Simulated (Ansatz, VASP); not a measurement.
Two plane-wave programs on Cd

```xyz
1
Lattice="0.0000 2.1849 2.2181 2.1849 0.0000 2.2181 2.1849 2.1849 0.0000" Properties=species:S:1:pos:R:3 pbc="T T T"
Cd    0.0000    0.0000    0.0000
```

Change from the starting cell: strain -0.015 along x and y, +0.000 along z, atoms carried along.

Alike in both runs: task single point; functional PBEsol; k mesh 18 × 18 × 18; occupations gaussian, width 0.15 eV; no spin polarisation.

|  | VASP | Ansatz |
| --- | --- | --- |
| version | VASP 6.6.1 | Ansatz 0.2.0 |
| potentials or method | VASP PAW PBE potentials, release 64 (Cd), cutoff 520 eV | scalar-relativistic, plane waves, PAW |
| valence electrons in the cell | 12 | 20 |

|  | VASP | Ansatz | Ansatz less VASP |
| --- | --- | --- | --- |
| gap on the k mesh at the Fermi level (eV) | none | none | - |
| pressure (GPa) | -0.2 | -0.6 | -0.37 |
| traceless stress, the component that is largest in VASP (GPa) | -0.40 | -0.39 | +0.003 |

VASP's potentials were made for PBE, not for PBEsol. A gap of «none» marks a metal or a gap that the smearing closes. With one functional, cell and mesh, what is left measures potentials, basis and numerics. VASP's potentials hold 12 valence electrons a cell and Ansatz's 20, so a difference there can come from the potentials and not from the codes.
